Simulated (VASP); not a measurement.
# TiNi (P4/nmm) in VASP: a series of runs, part 4 of 4

VASP 6.6.1.

## Step 6: Single point, PBEsol, collinear spin, ferromagnetic start

This run uses another cell than the first one, of 13.01 Å³/atom.

INCAR

```
SYSTEM = TiNi
ALGO = All ; EDIFF = 1E-6
ENCUT = 550 ; GGA = PS
GGA_COMPAT = .FALSE. ; ISEARCH = 1
ISIF = 2 ; ISMEAR = -1
ISPIN = 2 ; KPAR = 4
LASPH = .TRUE. ; LCHARG = .TRUE.
LMAXMIX = 4 ; LORBIT = 11
LREAL = .FALSE. ; LVHAR = .TRUE.
LWAVE = .FALSE. ; MAGMOM = 1 1 1 1
NBANDS = 34 ; NELM = 300
PREC = Accurate ; SIGMA = 0.05
```

KPOINTS

```
k-points
0
G
  7 7 7
  0 0 0
```

POSCAR

```
TiNi
1.0
    3.7962945828      0.0000000000      0.0000000000
    0.0000000000      3.7962945828      0.0000000000
    0.0000000000      0.0000000000      3.6118449022
Ni Ti
2 2
Direct
    0.0000000000      0.0000000000      0.0000000000
    0.5000000000      0.5000000000      0.0000000000
    0.5000000000      0.0000000000      0.5191990000
    0.0000000000      0.5000000000      0.4808010000
```

Potentials or basis: VASP PAW PBE potentials, release 64 (Ni, Ti_sv).

Started as:

```
$ cat potpaw_PBE.64/Ni/POTCAR potpaw_PBE.64/Ti_sv/POTCAR > POTCAR
$ mpirun -np 4 vasp_std > vasp.out
```

OUTCAR:

```text
SYSTEM = TiNi
   EDIFF = 1E-6
   ENCUT = 550
   GGA = PS
   ISIF = 2
   ISMEAR = -1
   ISPIN = 2
   LASPH = .TRUE.
   LORBIT = 11
   LREAL = .FALSE.
   NELM = 300
   PREC = Accurate

 ion  position               nearest neighbor table
   1  0.000  0.000  0.000-   3 2.57   4 2.57   4 2.57   3 2.57   3 2.67   4 2.67   3 2.67   4 2.67
                             2 2.68   2 2.68   2 2.68   2 2.68
   2  0.500  0.500  0.000-   3 2.57   4 2.57   3 2.57   4 2.57   3 2.67   3 2.67   4 2.67   4 2.67
                             1 2.68   1 2.68   1 2.68   1 2.68
   3  0.500  0.000  0.519-   1 2.57   2 2.57   2 2.57   1 2.57   1 2.67   2 2.67   2 2.67   1 2.67
                             4 2.69   4 2.69   4 2.69   4 2.69
   4  0.000  0.500  0.481-   1 2.57   2 2.57   1 2.57   2 2.57   1 2.67   1 2.67   2 2.67   2 2.67
                             3 2.69   3 2.69   3 2.69   3 2.69

  LATTYP: Found a simple tetragonal cell.
 ALAT       =     3.7962945828
 C/A-ratio  =     0.9514132329

  Lattice vectors:

 A1 = (   3.7962945828,   0.0000000000,   0.0000000000)
 A2 = (   0.0000000000,   3.7962945828,   0.0000000000)
 A3 = (   0.0000000000,   0.0000000000,   3.6118449022)

Analysis of symmetry for initial positions (statically):
=====================================================================
 Subroutine PRICEL returns:
 Original cell was already a primitive cell.

 Routine SETGRP: Setting up the symmetry group for a
 simple tetragonal supercell.

 Subroutine GETGRP returns: Found 16 space group operations
 (whereof  8 operations were pure point group operations)
 out of a pool of 16 trial point group operations.

The static configuration has the point symmetry D_2d.
 The point group associated with its full space group is D_4h.

Analysis of symmetry for dynamics (positions and initial velocities):
=====================================================================
 Subroutine PRICEL returns:
 Original cell was already a primitive cell.

 Routine SETGRP: Setting up the symmetry group for a
 simple tetragonal supercell.

 Subroutine GETGRP returns: Found 16 space group operations
 (whereof  8 operations were pure point group operations)
 out of a pool of 16 trial point group operations.

The dynamic configuration has the point symmetry D_2d.
 The point group associated with its full space group is D_4h.

Analysis of structural, dynamic, and magnetic symmetry:
=====================================================================
 Subroutine PRICEL returns:
 Original cell was already a primitive cell.

 Routine SETGRP: Setting up the symmetry group for a
 simple tetragonal supercell.

 Subroutine GETGRP returns: Found 16 space group operations
 (whereof  8 operations were pure point group operations)
 out of a pool of 16 trial point group operations.

The overall configuration has the point symmetry D_2d.
 The point group associated with its full space group is D_4h.

 Subroutine INISYM returns: Found 16 space group operations
 (whereof  8 operations are pure point group operations),
 and found     1 'primitive' translations

----------------------------------------------------------------------------------------

                                     Primitive cell

  volume of cell :      52.0534

  direct lattice vectors                    reciprocal lattice vectors
     3.796294583  0.000000000  0.000000000     0.263414753  0.000000000  0.000000000
     0.000000000  3.796294583  0.000000000     0.000000000  0.263414753  0.000000000
     0.000000000  0.000000000  3.611844902     0.000000000  0.000000000  0.276866817
[... 92 lines left out ...]
   IBRION =     -1    ionic relax: 0-MD 1-quasi-New 2-CG
   NFREE  =      0    steps in history (QN), initial steepest desc. (CG)
   ISIF   =      2    stress and relaxation
   ISYM   =      2    0-nonsym 1-usesym 2-fastsym
   POTIM  = 0.5000    time-step for ionic-motion
   TEBEG  =    0.0;   TEEND  =   0.0 temperature during run
   PSTRESS=    0.0 pullay stress
   NELECT =      44.0000    total number of electrons
   NUPDOWN=      -1.0000    fix difference up-down
   EMIN   =  10.00;   EMAX   =-10.00  energy-range for DOS
   EFERMI =   0.00;   METHOD = LEGACY
   ISMEAR =    -1;   SIGMA  =   0.05  broadening in eV -4-tet -1-fermi 0-gaus
   EFERMI_NEDOS =   21; number of points for ismear=-14 and -15
   IALGO  =     58    algorithm
   IMIX   =      4    mixing-type and parameters
     AMIX     =   0.40;   BMIX     =  1.00
     AMIX_MAG =   1.60;   BMIX_MAG =  1.00
  volume/ion in A,a.u.               =      13.01        87.82
  Fermi-wavevector in a.u.,A,eV,Ry     =   1.547899  2.925106 32.599461  2.395993
  Thomas-Fermi vector in A             =   2.652927
   LORBIT       =     11    0 simple, 1 ext, 2 COOP (PROOUT), +10 PAW based schemes
   GGA     = PS    functional components
   LHFCALC =     F    Hartree Fock is set to
   AEXX    =    0.0000 exact exchange contribution
   IVDW    =     0    specifies the selected vdW correction
   LEPSILON=     F    determine dielectric tensor
   LRPA    =     F    only Hartree local field effects (RPA)
 spin polarized calculation
  energy-cutoff  :      550.00
  volume of cell :       52.05
 maximum number of plane-waves:      1541
 NGX is ok and might be reduce to    30
   NGX = 15   NGY = 15   NGZ = 13

 number of electron      44.0000012 magnetization       0.0056334

 Free energy of the ion-electron system (eV)
  ---------------------------------------------------
  ext. energy  EPLUGINS =         0.00000000
  ---------------------------------------------------
  free energy    TOTEN  =       -30.33955360 eV

  energy without entropy =      -30.30240059  energy(sigma->0) =      -30.32097709

 E-fermi :   9.5468     XC(G=0): -12.7867

 val. band max:        9.5339441183   @ k =   0.2857   0.1429   0.2857
 cond. band min:       9.5588222735   @ k =   0.1429   0.1429   0.0000
 fundamental gap:      0.0248781553
 Fermi energy:         9.5468470824

 spin component 1

 k-point     1 :       0.0000    0.0000    0.0000
  band No.  band energies     occupation
      1     -46.9994      1.00000
      2     -46.7979      1.00000
      3     -23.5757      1.00000
      4     -23.5757      1.00000
      5     -23.3544      1.00000
      6     -23.1872      1.00000
[... 877 lines left out ...]
     33      18.3895      0.00000
     34      19.8668      0.00000

 [... further k-points ...]

 spin component 2

 k-point     1 :       0.0000    0.0000    0.0000
  band No.  band energies     occupation
      1     -46.9978      1.00000
      2     -46.7963      1.00000
      3     -23.5737      1.00000
      4     -23.5737      1.00000
      5     -23.3534      1.00000
      6     -23.1862      1.00000
[... 877 lines left out ...]
     33      18.3903      0.00000
     34      19.8245      0.00000

 [... further k-points ...]

------------------------ aborting loop because EDIFF is reached ----------------------------------------

  FORCE on cell =-STRESS in cart. coord.  units (eV):
  Direction    XX          YY          ZZ          XY          YZ          ZX
  --------------------------------------------------------------------------------------
  -------------------------------------------------------------------------------------
  Total       -0.2661178     -0.2661178     -1.4849054      0.0000000     -0.0000000      0.0000000
  in kB       -8.1909763     -8.1909763    -45.7046575      0.0000000     -0.0000000      0.0000000
  external PRESSURE =     -20.6955367 kB  Pullay stress =       0.0000000 kB

 VOLUME and BASIS-vectors are now :
 -----------------------------------------------------------------------------
  energy-cutoff  :      550.00
  volume of cell :       52.05
      direct lattice vectors                 reciprocal lattice vectors
     3.796294583  0.000000000  0.000000000     0.263414753  0.000000000  0.000000000
     0.000000000  3.796294583  0.000000000     0.000000000  0.263414753  0.000000000
     0.000000000  0.000000000  3.611844902     0.000000000  0.000000000  0.276866817

 POSITION                                       TOTAL-FORCE (eV/Angst)
 -----------------------------------------------------------------------------------
      0.00000      0.00000      0.00000        -0.000000      0.000000      0.000000
      1.89815      1.89815      0.00000         0.000000      0.000000      0.000000
      1.89815      0.00000      1.87527         0.000000      0.000000     -0.114514
      0.00000      1.89815      1.73658        -0.000000     -0.000000      0.114514
 -----------------------------------------------------------------------------------
    total drift:                                0.000000      0.000000     -0.000000

  FREE ENERGIE OF THE ION-ELECTRON SYSTEM (eV)
  ---------------------------------------------------
  free  energy   TOTEN  =       -30.3395536016 eV

  energy  without entropy=      -30.3023998065  energy(sigma->0) =      -30.32097670

 total charge

# of ion       s       p       d       tot
------------------------------------------
    1        0.558   0.504   8.314   9.376
    2        0.558   0.504   8.314   9.376
    3        2.255   6.153   1.953  10.362
    4        2.255   6.153   1.953  10.362
--------------------------------------------------
tot          5.626  13.314  20.534  39.475

 magnetization (x)

# of ion       s       p       d       tot
------------------------------------------
    1       -0.000  -0.000   0.001   0.000
    2       -0.000  -0.000   0.001   0.000
    3        0.000   0.000   0.002   0.002
    4        0.000   0.000   0.002   0.002
--------------------------------------------------
tot          0.000  -0.000   0.005   0.005
```

OSZICAR:

```text
N       E                     dE             d eps       ncg     rms           ort
DAV:   1     0.452023031916E+03    0.45202E+03   -0.23270E+04  1360   0.199E+03
DAV:   2     0.178912059669E+02   -0.43413E+03   -0.41786E+03  1360   0.449E+02
DAV:   3    -0.308994151878E+02   -0.48791E+02   -0.46519E+02  1360   0.144E+02
DAV:   4    -0.349104320992E+02   -0.40110E+01   -0.39335E+01  1360   0.350E+01
DAV:   5    -0.350579795443E+02   -0.14755E+00   -0.14749E+00  1360   0.580E+00
SDA:   6    -0.135818014450E+02    0.21476E+02   -0.14749E+00  1360   0.229E+03   0.000E+00
CGA:   7    -0.268336728112E+02   -0.13252E+02   -0.16266E+02  1360   0.247E+02  -0.362E+02
CGA:   8    -0.291268191194E+02   -0.22931E+01   -0.21740E+01  1360   0.261E+01   0.277E+00
CGA:   9    -0.298344561791E+02   -0.70764E+00   -0.71918E+00  1360   0.283E+01  -0.117E+00
CGA:  10    -0.301120773824E+02   -0.27762E+00   -0.27487E+00  1360   0.597E+00   0.191E-01
CGA:  11    -0.302568534120E+02   -0.14478E+00   -0.14481E+00  1360   0.155E+00  -0.845E-03
CGA:  12    -0.303013989464E+02   -0.44546E-01   -0.44686E-01  1360   0.639E-01  -0.109E-02
[... 17 lines left out ...]
CGA:  30    -0.303395526950E+02   -0.16685E-05   -0.17125E-05  1360   0.217E-05   0.312E-06
CGA:  31    -0.303395536016E+02   -0.90656E-06   -0.86295E-06  1360   0.274E-05   0.325E-06
   1 F= -.30339554E+02 E0= -.30320977E+02  d E =-.371538E-01  mag=     0.0056
```

Run time: 48 s. Hardware: 4 MPI ranks of AMD EPYC 9R45 (Zen 5), shared host; peak memory 0.36 GiB.

What came out:

```
Free energy                                           : -30.3396 eV
Pressure                                              : -2.1 GPa
Largest force                                         : 0.115 eV/Å
Band gap on the k mesh                                : zero (filled and empty bands overlap)
Net moment                                            : 0.01 μB per cell
Valence electrons inside the program's atomic spheres : Ni 9.38; Ti 10.36
```

Forces in eV/Å, atoms in the order of the input:
```
Ni   0.000  0.000  0.000
Ni   0.000  0.000  0.000
Ti   0.000  0.000 -0.115
Ti   0.000  0.000  0.115
```

Caveat: the moments typed at the start vanished in this run; the PAW data sets were made with another functional, which shifts forces and pressure a little.

## Step 7: Single point, PBEsol, collinear spin, ferromagnetic start

This run uses another cell than the first one, of 12.48 Å³/atom.

INCAR

```
PREC     = Accurate       # precision mode
ENCUT    = 550            # plane-wave cutoff, eV
EDIFF    = 1E-6           # SCF threshold, eV
ISMEAR   = -1             # smearing method
SIGMA    = 0.05           # smearing width, eV
LREAL    = F              # projectors in reciprocal space
LASPH    = T              # aspherical terms in the spheres
NELM     = 300            # most SCF steps
ALGO     = All            # electronic algorithm
ISIF     = 2              # what is computed and relaxed
LWAVE    = F              # write WAVECAR
LCHARG   = F              # write CHGCAR
ISPIN    = 2              # spin polarisation
MAGMOM   = 1 1 1 1        # initial moments
LORBIT   = 11             # projections on sites
LMAXMIX  = 4              # l up to which the mixer works
GGA      = PS             # functional
NBANDS   = 34             # bands
GGA_COMPAT= F            
ISEARCH  = 1            
KPAR     = 4
```

KPOINTS

```
Automatic mesh
0
Gamma
  7 7 7
```

POSCAR

```
TiNi
1.0
    3.7439252099      0.0000000000      0.0000000000
    0.0000000000      3.7439252099      0.0000000000
    0.0000000000      0.0000000000      3.5620199878
Ni Ti
2 2
Direct
    0.0000000000      0.0000000000      0.0000000000
    0.5000000000      0.5000000000      0.0000000000
    0.5000000000      0.0000000000      0.5191990000
    0.0000000000      0.5000000000      0.4808010000
```

Started as:

```
$ cat potpaw_PBE.64/Ni/POTCAR potpaw_PBE.64/Ti_sv/POTCAR > POTCAR
$ mpirun -np 4 vasp_std > vasp.out
```

Wall time 3.3 min (4 MPI ranks of AMD EPYC 7R43 (Zen 3), shared host); peak memory 0.34 GiB.

The run converged. Its results:

```yaml
Free_energy: -30.3188 eV
Pressure: 5.3 GPa
Largest_force: 0.161 eV/Å
Band_gap_on_the_k_mesh: zero (filled and empty bands overlap)
Net_moment: 0.00 μB per cell
Valence_electrons_inside_the_program's_atomic_spheres: Ni 9.44; Ti 10.43
```

Forces in eV/Å, atoms in the order of the input:
```
Ni   0.000  0.000  0.000
Ni   0.000  0.000  0.000
Ti   0.000  0.000 -0.161
Ti   0.000  0.000  0.161
```

Stress tensor (GPa, compression positive):
```
6.35 0.00 0.00
0.00 6.35 0.00
0.00 0.00 3.35
```

Levels at points of the mesh, in eV from the Fermi level:
Spin up:
```tsv
k point	band 18	band 19	band 20	band 21	band 22	band 23	band 24	band 25	band 26	band 27
(0.00, 0.00, 0.00)	-1.22	-0.71	-0.40	0.13	0.66	2.32	2.32	2.47	2.55	2.55
```
Spin down:
```
           k point  band 19  band 20  band 21  band 22  band 23  band 24  band 25  band 26
(0.00, 0.00, 0.00)    -0.71    -0.39     0.14     0.66     2.32     2.32     2.47     2.55
```

Caveat: the cell stands under pressure; the moments typed at the start vanished in this run; the PAW data sets were made with another functional, which shifts forces and pressure a little.

## Step 8: Overview

| cell | cutoff (eV) | second try | gap on the mesh (eV) | pressure (GPa) | moment (μB) | largest force (eV/Å) |
| --- | --- | --- | --- | --- | --- | --- |
| a = 3.822, b = 3.822, c = 3.636 Å, 4 atoms | 520 | - | none | -5.2 | 0.00 | 0.09 |
| a = 3.847, b = 3.847, c = 3.660 Å, 4 atoms | 520 | - | none | -8.0 | 0.00 | 0.08 |
| a = 3.872, b = 3.872, c = 3.684 Å, 4 atoms | 520 | - | none | -10.5 | 0.00 | 0.06 |
| a = 3.897, b = 3.897, c = 3.708 Å, 4 atoms | 520 | - | none | -12.8 | 0.00 | 0.04 |
| a = 3.796, b = 3.796, c = 3.612 Å, 4 atoms | 550 | not_converged | none | -2.1 | 0.01 | 0.11 |
| a = 3.744, b = 3.744, c = 3.562 Å, 4 atoms | 550 | not_converged | none | 5.3 | 0.00 | 0.16 |

Alike in all rows: task single point; level PBEsol; potentials or basis VASP PAW PBE potentials, release 64 (Ni, Ti_sv); spin collinear, ferromagnetic start; k mesh 7 × 7 × 7; smearing fermi-dirac 0.05 eV.

Caveats: the moments typed at the start vanished in this run; the PAW data sets were made with another functional, which shifts forces and pressure a little; the cell stands under tension (at least some runs); the cell stands under pressure (at least some runs).

Absolute energies hang on the potentials; compare differences alone.

The gap in the log of VASP goes by the Fermi energy; the results here count the filled bands.